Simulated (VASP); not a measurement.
Write the native input for VASP 6.6.1 that does the following.

```
Task                   : single point
Functional             : LDA
Potentials or basis    : VASP PAW LDA potentials, release 64 (Li_sv, F)
Cutoff                 : 520 eV
k mesh                 : 9 × 9 × 6
Occupations            : gaussian, width 0.05 eV
Spin                   : no spin polarisation
Dipole correction      : no
Further INCAR settings : ALGO = Normal; EDIFF = 1e-06; NBANDS = 18
```

The structure of LiF lies in POSCAR:

```
LiF
1.0
    2.9984347243      0.0000000000      0.0000000000
   -1.4992173621      2.5967206428      0.0000000000
    0.0000000000      0.0000000000      4.7579162205
Li F
2 2
Direct
    0.3333333333      0.6666666667      0.4026947866
    0.6666666667      0.3333333333      0.9026947866
    0.3333333333      0.6666666667      0.9910195924
    0.6666666667      0.3333333333      0.4910195924
```

This cell differs from its parent crystal: atoms shifted along a free coordinate, c/a of the conventional cell at fixed volume 1.5868.

One way to write it, as run:

INCAR

```
ALGO = Normal ; EDIFF = 1E-6
ENCUT = 520 ; GGA = CA
ISIF = 2 ; ISMEAR = 0
LASPH = True ; LCHARG = False
LREAL = False ; LWAVE = False
NBANDS = 18 ; NELM = 60
PREC = Accurate ; SIGMA = 0.05
```

KPOINTS

```
k-points
0
Gamma
  9 9 6
```

Potentials or basis: VASP PAW LDA potentials, release 64 (Li_sv, F).

Run with:

```bash
$ cat potpaw_LDA.64/Li_sv/POTCAR potpaw_LDA.64/F/POTCAR > POTCAR
$ mpirun -np 1 vasp_std > vasp.out
```

It gave:

```yaml
Largest_force: 0.314 eV/Å
Band_gap_on_the_k_mesh: 7.75 eV
```

Caveat: an odd mesh through Γ misses points on the zone boundary, where band edges can lie.

It took 22 s on 1 thread of AMD EPYC 7R13 Processor (Zen 3), on a shared host, peak memory 0.12 GiB.
